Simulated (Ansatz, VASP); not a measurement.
One calculation of AlN, two programs

```xyz
2
Lattice="0.0025 2.2092 2.2092 2.1619 -0.0138 2.2252 2.1617 2.2253 -0.0138" Properties=species:S:1:pos:R:3 pbc="T T T"
Al   -0.0366   -0.0148   -0.0409
N     3.1917    3.3008    3.2746
```

Alike in both runs: task single point; functional PBE; k mesh 6 × 6 × 6; no spin polarisation.

```csv
,VASP,Ansatz
version,VASP 6.6.1,Ansatz 0.2.0
potentials or method,"VASP PAW PBE potentials, release 64 (Al, N), cutoff 520 eV","plane waves, PAW"
occupations,"gaussian, width 0.01 eV",fixed
valence electrons in the cell,8,8
```

```csv
,VASP,Ansatz,Ansatz less VASP
pressure (GPa),-0.6,-0.4,+0.26
"traceless stress, the component that is largest in VASP (GPa)",2.32,2.30,-0.018
rms of the force components (eV/Å),0.063,0.063,-0.0001
```

Atom by atom the forces differ by 0.000 eV/Å (rms over components).
